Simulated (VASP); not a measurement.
# SnTe (F-43m) in VASP: settings compared, part 2 of 2

VASP 6.6.1. The steps go on from the part before.

## 5. Single point, PBE+D3(BJ)

INCAR reads:

```
SYSTEM = SnTe
PREC = Accurate ; ENCUT = 500
EDIFF = 1E-6 ; ISMEAR = 0
SIGMA = 0.1 ; LREAL = .False.
LASPH = .True. ; NELM = 120
ALGO = Normal ; ISIF = 2
LWAVE = .False. ; LCHARG = .True.
GGA = PE ; IVDW = 12
LELF = .True. ; LVHAR = .True.
NBANDS = 17 ; ISYM = 0
GGA_COMPAT = .False.
```

KPOINTS reads:

```
regular mesh
0
Gamma
  1 3 5
  0 0 0
```

POSCAR reads:

```
SnTe
1.0
    0.0000000000      3.6111460000      3.6111460000
    3.6111460000      0.0000000000      3.6111460000
    3.6111460000      3.6111460000      0.0000000000
Sn Te
1 1
Direct
    0.0000000000      0.0000000000      0.0000000000
    0.7500000000      0.7500000000      0.7500000000
```

Potentials or basis: VASP PAW PBE potentials, release 64 (Sn_d, Te).

On the command line:

```
$ cat potpaw_PBE.64/Sn_d/POTCAR potpaw_PBE.64/Te/POTCAR > POTCAR
$ mpirun -np 1 vasp_std > vasp.out
```

OUTCAR:

```text
SYSTEM = SnTe
   PREC = Accurate
   ENCUT = 500
   EDIFF = 1E-6
   ISMEAR = 0
   LREAL = .False.
   LASPH = .True.
   NELM = 120
   ISIF = 2
   GGA = PE
   IVDW = 12
   ISYM = 0
 IVDW          = 12

 ion  position               nearest neighbor table
   1  0.000  0.000  0.000-   2 3.13   2 3.13   2 3.13   2 3.13
   2  0.750  0.750  0.750-   1 3.13   1 3.13   1 3.13   1 3.13

IMPORTANT INFORMATION: All symmetrisations will be switched off!
NOSYMM: (Re-)initialisation of all symmetry stuff for point group C_1.

----------------------------------------------------------------------------------------

[... 319 lines left out ...]
  FORCE on cell =-STRESS in cart. coord.  units (eV):
  Direction    XX          YY          ZZ          XY          YZ          ZX
  --------------------------------------------------------------------------------------
  -------------------------------------------------------------------------------------
  Total      -2.23295     1.65515     1.65515     0.10356     3.52617    -0.10357
  in kB     -37.98601    28.15679    28.15683     1.76180    59.98583    -1.76191
  external pressure =        6.11 kB  Pullay stress =        0.00 kB

 VOLUME and BASIS-vectors are now :
 -----------------------------------------------------------------------------
  energy-cutoff  :      500.00
  volume of cell :       94.18
      direct lattice vectors                 reciprocal lattice vectors
     0.000000000  3.611146000  3.611146000    -0.138460201  0.138460201  0.138460201
     3.611146000  0.000000000  3.611146000     0.138460201 -0.138460201  0.138460201
     3.611146000  3.611146000  0.000000000     0.138460201  0.138460201 -0.138460201

 POSITION                                       TOTAL-FORCE (eV/Angst)
 -----------------------------------------------------------------------------------
      0.00000      0.00000      0.00000        -1.023397      0.015040     -0.015038
      5.41672      5.41672      5.41672         1.023397     -0.015040      0.015038
 -----------------------------------------------------------------------------------
    total drift:                                0.000043     -0.000004      0.000005

  FREE ENERGIE OF THE ION-ELECTRON SYSTEM (eV)
  ---------------------------------------------------
  free  energy   TOTEN  =        -7.0909123381 eV

  energy  without entropy=       -7.0909112591  energy(sigma->0) =       -7.09091180
```

OSZICAR:

```text
N       E                     dE             d eps       ncg     rms          rms(c)
DAV:   1     0.122805887711E+03    0.12281E+03   -0.93290E+03   272   0.114E+03
DAV:   2     0.487511423232E+01   -0.11793E+03   -0.11457E+03   296   0.272E+02
DAV:   3    -0.639955956701E+01   -0.11275E+02   -0.11207E+02   311   0.888E+01
DAV:   4    -0.678165311613E+01   -0.38209E+00   -0.38181E+00   325   0.169E+01
DAV:   5    -0.679920328730E+01   -0.17550E-01   -0.17550E-01   386   0.345E+00    0.535E+00
DAV:   6    -0.656110421578E+01    0.23810E+00   -0.52922E-01   345   0.335E+00    0.358E+00
DAV:   7    -0.654762681260E+01    0.13477E-01   -0.15301E-01   282   0.159E+00    0.122E+00
DAV:   8    -0.654943084878E+01   -0.18040E-02   -0.15814E-02   288   0.809E-01    0.383E-01
DAV:   9    -0.655068548909E+01   -0.12546E-02   -0.29894E-03   286   0.329E-01    0.893E-02
DAV:  10    -0.655110606829E+01   -0.42058E-03   -0.79440E-04   297   0.148E-01    0.509E-02
DAV:  11    -0.655130589378E+01   -0.19983E-03   -0.24241E-04   285   0.719E-02    0.373E-02
DAV:  12    -0.655131929268E+01   -0.13399E-04   -0.22872E-05   300   0.214E-02    0.178E-02
DAV:  13    -0.655132437043E+01   -0.50778E-05   -0.11247E-05   277   0.146E-02    0.378E-03
DAV:  14    -0.655132453828E+01   -0.16785E-06   -0.28011E-07   269   0.386E-03
   1 F= -.70909123E+01 E0= -.70909118E+01  d E =-.107894E-05
```

Run time: 34 s. Hardware: 1 thread of Intel Xeon 8259CL, shared host; peak memory 0.24 GiB.

The run converged, but its numbers aren't listed here, since they failed a check.

Caveat: the k points lie up to 1.51 Å⁻¹ apart; spin-orbit coupling is left out, which moves the levels of the heavy elements.

## 6. Single point, RPBE

This run uses another cell than the first one, of 50.39 Å³/atom, 1.070 times its volume.

INCAR reads:

```
SYSTEM = SnTe
  PREC = Accurate
  ENCUT = 500
  EDIFF = 1E-6
  ISMEAR = 0
  SIGMA = 0.1
  LREAL = .False.
  LASPH = .True.
  NELM = 120
  ALGO = Normal
  ISIF = 2
  LWAVE = .False.
  LCHARG = .False.
  GGA = RP
  NBANDS = 17
  GGA_COMPAT = .False.
```

KPOINTS reads:

```
Automatic mesh
0
Gamma
  4 4 4
  0 0 0
```

POSCAR reads:

```
SnTe
1.0
    0.0000000000      3.6935130688      3.6935130688
    3.6935130688      0.0000000000      3.6935130688
    3.6935130688      3.6935130688      0.0000000000
Sn Te
1 1
Direct
    0.0000000000      0.0000000000      0.0000000000
    0.7500000000      0.7500000000      0.7500000000
```

Potentials or basis: VASP PAW PBE potentials, release 64 (Sn_d, Te).

On the command line:

```
$ cat potpaw_PBE.64/Sn_d/POTCAR potpaw_PBE.64/Te/POTCAR > POTCAR
$ mpirun -np 1 vasp_std > vasp.out
```

Wall time 31 s (1 thread of Intel Xeon 8259CL, shared host); peak memory 0.24 GiB.

Results (log left out):

- Free energy: -6.5406 eV
- Pressure: -0.7 GPa
- Band gap on the k mesh: 0.36 eV, indirect (least direct gap 0.93 eV)

Levels at points of the mesh, in eV from the valence-band top:
```tsv
k point	band 7	band 8	band 9	band 10	band 11	band 12	band 13	band 14
(0.00, 0.00, 0.00)	-5.27	-1.75	-1.75	-1.75	1.12	1.12	1.12	4.48
(0.50, 0.00, 0.00)	-6.78	-2.23	-2.23	-1.86	1.88	1.88	3.24	6.01
(0.50, 0.50, 0.00)	-7.11	-2.81	-2.81	-0.56	0.36	3.70	3.70	5.57
```

Caveat: the PAW data sets were made with another functional, which shifts forces and pressure a little; spin-orbit coupling is left out, which moves the levels of the heavy elements. A k mesh can miss the band edges.

## 7. Single point, PBE, collinear spin, ferromagnetic start

This run uses another cell than the first one, of 53.68 Å³/atom, 1.140 times its volume.

INCAR reads:

```
SYSTEM = SnTe
PREC     = Accurate       ! precision mode
ENCUT    = 500            ! plane-wave cutoff, eV
EDIFF    = 1E-6           ! SCF threshold, eV
ISMEAR   = -1             ! smearing method
SIGMA    = 0.025851999786435532 ! smearing width, eV
LREAL    = .False.        ! projectors in reciprocal space
LASPH    = .True.         ! aspherical terms in the spheres
NELM     = 200            ! most SCF steps
ALGO     = Normal         ! electronic algorithm
ISIF     = 2              ! what is computed and relaxed
LWAVE    = .False.        ! write WAVECAR
LCHARG   = .False.        ! write CHGCAR
ISPIN    = 2              ! spin polarisation
MAGMOM   = 0 0.5          ! initial moments
LORBIT   = 11             ! projections on sites
GGA      = PE             ! functional
NBANDS   = 21             ! bands
GGA_COMPAT= .False.
```

KPOINTS reads:

```
regular mesh
0
Gamma
  2 2 2
  0 0 0
```

POSCAR reads:

```
SnTe
1.0
    0.0000000000      3.7723617378      3.7723617378
    3.7723617378      0.0000000000      3.7723617378
    3.7723617378      3.7723617378      0.0000000000
Sn Te
1 1
Direct
    0.0000000000      0.0000000000      0.0000000000
    0.7500000000      0.7500000000      0.7500000000
```

Potentials or basis: VASP PAW PBE potentials, release 64 (Sn_d, Te).

On the command line:

```
$ cat potpaw_PBE.64/Sn_d/POTCAR potpaw_PBE.64/Te/POTCAR > POTCAR
$ mpirun -np 1 vasp_std > vasp.out
```

OUTCAR:

```text
SYSTEM = SnTe
   PREC = Accurate
   ENCUT = 500
   EDIFF = 1E-6
   ISMEAR = -1
   LREAL = .False.
   LASPH = .True.
   NELM = 200
   ISIF = 2
   ISPIN = 2
   LORBIT = 11
   GGA = PE

 ion  position               nearest neighbor table
   1  0.000  0.000  0.000-   2 3.27   2 3.27   2 3.27   2 3.27
   2  0.750  0.750  0.750-   1 3.27   1 3.27   1 3.27   1 3.27

  LATTYP: Found a face centered cubic cell.
 ALAT       =     7.5447234756

  Lattice vectors:

 A1 = (   0.0000000000,   3.7723617378,   3.7723617378)
 A2 = (   3.7723617378,   0.0000000000,   3.7723617378)
 A3 = (   3.7723617378,   3.7723617378,   0.0000000000)

Analysis of symmetry for initial positions (statically):
=====================================================================
 Subroutine PRICEL returns:
 Original cell was already a primitive cell.

 Routine SETGRP: Setting up the symmetry group for a
 face centered cubic supercell.

 Subroutine GETGRP returns: Found 24 space group operations
 (whereof 24 operations were pure point group operations)
 out of a pool of 48 trial point group operations.

The static configuration has the point symmetry T_d .

Analysis of symmetry for dynamics (positions and initial velocities):
=====================================================================
 Subroutine PRICEL returns:
 Original cell was already a primitive cell.

 Routine SETGRP: Setting up the symmetry group for a
 face centered cubic supercell.

 Subroutine GETGRP returns: Found 24 space group operations
 (whereof 24 operations were pure point group operations)
 out of a pool of 48 trial point group operations.

The dynamic configuration has the point symmetry T_d .

Analysis of structural, dynamic, and magnetic symmetry:
=====================================================================
 Subroutine PRICEL returns:
 Original cell was already a primitive cell.

 Routine SETGRP: Setting up the symmetry group for a
 face centered cubic supercell.

 Subroutine GETGRP returns: Found 24 space group operations
 (whereof 24 operations were pure point group operations)
 out of a pool of 48 trial point group operations.

The overall configuration has the point symmetry T_d .

 Subroutine INISYM returns: Found 24 space group operations
 (whereof 24 operations are pure point group operations),
 and found     1 'primitive' translations

----------------------------------------------------------------------------------------

                                     Primitive cell

  volume of cell :     107.3668

  direct lattice vectors                    reciprocal lattice vectors
     0.000000000  3.772361738  3.772361738    -0.132542962  0.132542962  0.132542962
     3.772361738  0.000000000  3.772361738     0.132542962 -0.132542962  0.132542962
     3.772361738  3.772361738  0.000000000     0.132542962  0.132542962 -0.132542962

  length of vectors
     5.334925132  5.334925132  5.334925132     0.229571145  0.229571145  0.229571145

  position of ions in fractional coordinates (direct lattice)
     0.000000000  0.000000000  0.000000000
     0.750000000  0.750000000  0.750000000

  ion indices of the primitive-cell ions
   primitive index   ion index
                 1           1
                 2           2

[... 43 lines left out ...]
   ISPIN  =      2    spin polarized calculation?
   LNONCOLLINEAR =      F non collinear calculations
   LSORBIT =      F    spin-orbit coupling
   LASPH  =      T    aspherical Exc in radial PAW
   ENCUT  =  500.0 eV  36.75 Ry    6.06 a.u.   9.73  9.73  9.73*2*pi/ulx,y,z
   NELM   =    200;   NELMIN=  2; NELMDL= -5     # of ELM steps
   EDIFF  = 0.1E-05   stopping-criterion for ELM
   LREAL  =      F    real-space projection
   EDIFFG = 0.1E-04   stopping-criterion for IOM
   NSW    =      0    number of steps for IOM
   IBRION =     -1    ionic relax: 0-MD 1-quasi-New 2-CG
   NFREE  =      0    steps in history (QN), initial steepest desc. (CG)
   ISIF   =      2    stress and relaxation
   ISYM   =      2    0-nonsym 1-usesym 2-fastsym
   POTIM  = 0.5000    time-step for ionic-motion
   TEBEG  =    0.0;   TEEND  =   0.0 temperature during run
   PSTRESS=    0.0 pullay stress
   NELECT =      20.0000    total number of electrons
   NUPDOWN=      -1.0000    fix difference up-down
   EMIN   =  10.00;   EMAX   =-10.00  energy-range for DOS
   EFERMI =   0.00;   METHOD = LEGACY
   ISMEAR =    -1;   SIGMA  =   0.03  broadening in eV -4-tet -1-fermi 0-gaus
   EFERMI_NEDOS =   21; number of points for ismear=-14 and -15
   IALGO  =     38    algorithm
   IMIX   =      4    mixing-type and parameters
     AMIX     =   0.40;   BMIX     =  1.00
     AMIX_MAG =   1.60;   BMIX_MAG =  1.00
  volume/ion in A,a.u.               =      53.68       362.27
  Fermi-wavevector in a.u.,A,eV,Ry     =   0.934964  1.766826 11.893634  0.874157
  Thomas-Fermi vector in A             =   2.061823
   LORBIT       =     11    0 simple, 1 ext, 2 COOP (PROOUT), +10 PAW based schemes
   GGA     = PE    functional components
   LHFCALC =     F    Hartree Fock is set to
   AEXX    =    0.0000 exact exchange contribution
   IVDW    =     0    specifies the selected vdW correction
   LEPSILON=     F    determine dielectric tensor
   LRPA    =     F    only Hartree local field effects (RPA)
 spin polarized calculation
  energy-cutoff  :      500.00
  volume of cell :      107.37
 maximum number of plane-waves:      2764
 NGX is ok and might be reduce to    40
   NGX = 19   NGY = 19   NGZ = 19

 number of electron      20.0000003 magnetization       0.0001033

 number of electron      20.0000003 magnetization      -0.0000125

 Free energy of the ion-electron system (eV)
  ---------------------------------------------------
  ext. energy  EPLUGINS =         0.00000000
  ---------------------------------------------------
  free energy    TOTEN  =        -7.17496336 eV

  energy without entropy =       -7.17496334  energy(sigma->0) =       -7.17496335

 E-fermi :   1.9447     XC(G=0):  -6.9629

 val. band max:        1.4817166756   @ k =   0.5000   0.5000   0.0000
 cond. band min:       2.4077770209   @ k =   0.5000   0.5000   0.0000
 fundamental gap:      0.9260603453
 Fermi energy:         1.9447449100

 spin component 1

 k-point     1 :       0.0000    0.0000    0.0000
  band No.  band energies     occupation
      1     -19.7863      1.00000
      2     -19.7863      1.00000
      3     -19.7863      1.00000
      4     -19.7838      1.00000
      5     -19.7838      1.00000
      6      -8.8197      1.00000
[... 61 lines left out ...]
     20      12.8783      0.00000
     21      13.2604      0.00000
 Fermi energy:         1.9447449100

 spin component 2

 k-point     1 :       0.0000    0.0000    0.0000
  band No.  band energies     occupation
      1     -19.7863      1.00000
      2     -19.7863      1.00000
      3     -19.7863      1.00000
      4     -19.7838      1.00000
      5     -19.7838      1.00000
      6      -8.8197      1.00000
[... 61 lines left out ...]
     20      12.8783      0.00000
     21      13.2604      0.00000

------------------------ aborting loop because EDIFF is reached ----------------------------------------

  FORCE on cell =-STRESS in cart. coord.  units (eV):
  Direction    XX          YY          ZZ          XY          YZ          ZX
  --------------------------------------------------------------------------------------
  -------------------------------------------------------------------------------------
  Total       -2.2582533     -2.2582533     -2.2582533      0.0000000      0.0000000      0.0000000
  in kB      -33.6987077    -33.6987077    -33.6987077      0.0000000      0.0000000      0.0000000
  external PRESSURE =     -33.6987077 kB  Pullay stress =       0.0000000 kB

 VOLUME and BASIS-vectors are now :
 -----------------------------------------------------------------------------
  energy-cutoff  :      500.00
  volume of cell :      107.37
      direct lattice vectors                 reciprocal lattice vectors
     0.000000000  3.772361738  3.772361738    -0.132542962  0.132542962  0.132542962
     3.772361738  0.000000000  3.772361738     0.132542962 -0.132542962  0.132542962
     3.772361738  3.772361738  0.000000000     0.132542962  0.132542962 -0.132542962

 POSITION                                       TOTAL-FORCE (eV/Angst)
 -----------------------------------------------------------------------------------
      0.00000      0.00000      0.00000        -0.000000     -0.000000      0.000000
      5.65854      5.65854      5.65854         0.000000      0.000000     -0.000000
 -----------------------------------------------------------------------------------
    total drift:                                0.000000      0.000000      0.000000

  FREE ENERGIE OF THE ION-ELECTRON SYSTEM (eV)
  ---------------------------------------------------
  free  energy   TOTEN  =        -7.1749633558 eV

  energy  without entropy=       -7.1749633436  energy(sigma->0) =       -7.17496335

 total charge

# of ion       s       p       d       tot
------------------------------------------
    1        1.394   0.625   9.952  11.971
    2        1.387   1.917   0.011   3.315
--------------------------------------------------
tot          2.781   2.543   9.963  15.286

 magnetization (x)

# of ion       s       p       d       tot
------------------------------------------
    1        0.000  -0.000  -0.000  -0.000
    2       -0.000   0.000  -0.000   0.000
--------------------------------------------------
tot          0.000   0.000  -0.000   0.000
```

It took 47 s on 1 thread of Intel Xeon 8259CL, shared host; peak memory 0.28 GiB.

Results:

* Free energy: -7.1750 eV
* Pressure: -3.4 GPa
* Band gap on the k mesh: 0.93 eV, direct
* Net moment: 0.00 μB per cell
* Valence electrons inside the program's atomic spheres: Sn 11.97; Te 3.31

Levels at points of the mesh, in eV from the valence-band top:
Spin up:
| k point | band 6 | band 7 | band 8 | band 9 | band 10 | band 11 | band 12 | band 13 | band 14 | band 15 |
| --- | --- | --- | --- | --- | --- | --- | --- | --- | --- | --- |
| (0.00, 0.00, 0.00) | -10.30 | -4.91 | -1.01 | -1.01 | -1.01 | 1.70 | 1.70 | 1.70 | 4.72 | 7.07 |
| (0.50, 0.00, 0.00) | -9.91 | -6.13 | -1.46 | -1.46 | -1.23 | 2.41 | 2.41 | 3.52 | 6.32 | 6.76 |
| (0.50, 0.50, 0.00) | -9.75 | -6.42 | -2.01 | -2.01 | 0.00 | 0.93 | 4.02 | 4.02 | 5.85 | 6.68 |
Spin down:
| k point | band 6 | band 7 | band 8 | band 9 | band 10 | band 11 | band 12 | band 13 | band 14 | band 15 |
| --- | --- | --- | --- | --- | --- | --- | --- | --- | --- | --- |
| (0.00, 0.00, 0.00) | -10.30 | -4.91 | -1.01 | -1.01 | -1.01 | 1.70 | 1.70 | 1.70 | 4.72 | 7.07 |
| (0.50, 0.00, 0.00) | -9.91 | -6.13 | -1.46 | -1.46 | -1.23 | 2.41 | 2.41 | 3.52 | 6.32 | 6.76 |
| (0.50, 0.50, 0.00) | -9.75 | -6.42 | -2.01 | -2.01 | 0.00 | 0.93 | 4.02 | 4.02 | 5.85 | 6.68 |

Caveat: the k points lie up to 0.72 Å⁻¹ apart; spin-orbit coupling is left out, which moves the levels of the heavy elements. A k mesh can miss the band edges.

## 8. The runs side by side

```tsv
level	spin	cell	k mesh	smearing	gap on the mesh (eV)	pressure (GPa)
PBE	off	a = 5.107 Å, angles 60.0°, 2 atoms	4 × 4 × 4	gaussian 0.1 eV	0.10	-0.3
PBE	off	a = 5.107 Å, angles 60.0°, 2 atoms	4 × 4 × 4	gaussian 0.012 eV	0.09	-0.1
RPBE	off	a = 5.223 Å, angles 60.0°, 2 atoms	4 × 4 × 4	gaussian 0.1 eV	0.36	-0.7
PBE	collinear, ferromagnetic start	a = 5.335 Å, angles 60.0°, 2 atoms	2 × 2 × 2	fermi-dirac 0.025852 eV	0.93	-3.4
```

Alike in all rows: task single point; potentials or basis VASP PAW PBE potentials, release 64 (Sn_d, Te); cutoff (eV) 500.

Caveats: some runs use coarse meshes; spin-orbit coupling is left out, which moves the levels of the heavy elements; the PAW data sets were made with another functional, which shifts forces and pressure a little (some runs).

Absolute energies hang on the potentials; compare differences alone.
